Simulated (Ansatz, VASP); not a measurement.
# Rh: VASP beside Ansatz

The input INCAR:

```
PREC = Accurate
ENCUT = 520
EDIFF = 1E-7
ISMEAR = 0
SIGMA = 0.15
LREAL = False
LASPH = True
NELM = 80
ALGO = Fast
ISIF = 2
LWAVE = False
LCHARG = True
GGA = PE
LELF = True
LVHAR = True
NBANDS = 14
```

File KPOINTS:

```
Automatic mesh
0
Gamma
  20 20 20
```

Contents of POSCAR:

```
Rh
1.0
   -0.2872578633      1.8895822249      1.9150524221
    1.8895822249     -0.2872578633      1.9150524221
    1.6023243616      1.6023243616      0.0000000000
Rh
1
Direct
    0.0000000000      0.0000000000      0.0000000000
```

Input for Ansatz:

```yaml
crystal:
  lattice:
    - [-0.2872578633, 1.8895822249, 1.9150524221]
    - [1.8895822249, -0.2872578633, 1.9150524221]
    - [1.6023243616, 1.6023243616, 0.0]
  atoms:
    - { symbol: Rh, position: [0.0, 0.0, 0.0] }
basis:
  ecutwfc: 420
kpoints:
  mp_grid: { grid: [20, 20, 20] }
hamiltonian:
  xc: pbe
  pseudopotentials: { kind: paw, azcp: { folder: soft_1 } }
scf:
  occupations: { method: gaussian, width: 0.15 }
output:
  forces: true
  stress: true
  eigenvalues: true
```

Change from the starting cell: engineering shear strain xy -0.3000, equal normal strain along x and y -0.0133.

Alike in both runs: task single point; functional PBE; k mesh 20 × 20 × 20; occupations gaussian, width 0.15 eV; no spin polarisation.

|  | VASP | Ansatz |
| --- | --- | --- |
| version | VASP 6.6.1 | Ansatz 0.2.0 |
| potentials or method | VASP PAW PBE potentials, release 64 (Rh_pv), cutoff 520 eV | scalar-relativistic, plane waves, PAW |
| valence electrons in the cell | 15 | 17 |

```tsv
	VASP	Ansatz	Ansatz less VASP
gap on the k mesh at the Fermi level (eV)	none	none	-
pressure (GPa)	44.6	44.3	-0.27
traceless stress, the component that is largest in VASP (GPa)	64.39	63.87	-0.517
```

A gap of «none» marks a metal or a gap that the smearing closes. Both programs put the cell under a high pressure, so it lies far from rest at this level. VASP's potentials hold 15 valence electrons a cell and Ansatz's 17, so a difference there can come from the potentials and not from the codes.
